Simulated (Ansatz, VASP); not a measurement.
**Be5ZnSe6: VASP beside Ansatz**

```xyz
12
Lattice="0.0000 0.0000 6.1184 6.4350 0.0000 0.0000 -3.2175 5.5729 0.0000" Properties=species:S:1:pos:R:3 pbc="T T T"
Be    1.0298    5.5729    0.0332
Be    1.0939    1.8946    0.0332
Be    4.3114    3.6783    0.0332
Be    3.2175    1.8576    3.0874
Be    0.0000    3.7153    3.0874
Zn    0.0000    0.0000    3.1059
Se    0.9126    5.5729    2.2818
Se    1.1525    1.9961    2.2818
Se    4.3700    3.5768    2.2818
Se    0.0000    0.0000    5.5562
Se    3.2175    1.8576    5.3534
Se    0.0000    3.7153    5.3534
```

Alike in both runs: task single point; functional PBE; k mesh 2 × 3 × 3; occupations gaussian, width 0.1 eV; no spin polarisation.

|  | VASP | Ansatz |
| --- | --- | --- |
| version | VASP 6.6.1 | Ansatz 0.2.0 |
| potentials or method | VASP PAW PBE potentials, release 64 (Be, Zn, Se), cutoff 520 eV | scalar-relativistic, plane waves, PAW |
| valence electrons in the cell | 58 | 118 |

```tsv
	VASP	Ansatz	Ansatz less VASP
gap on the k mesh at the Fermi level (eV)	3.21	3.22	+0.009
least direct gap on the mesh (eV)	3.27	3.27	+0.002
pressure (GPa)	0.2	0.0	-0.19
traceless stress, the component that is largest in VASP (GPa)	-0.06	-0.06	-0.001
rms of the force components (eV/Å)	0.005	0.007	+0.0011
```

Atom by atom the forces differ by 0.003 eV/Å (rms over components). With one functional, cell and mesh, what is left measures potentials, basis and numerics. VASP's potentials hold 58 valence electrons a cell and Ansatz's 118, so a difference there can come from the potentials and not from the codes.

The k mesh is coarse, so the values compare programs but aren't converged.
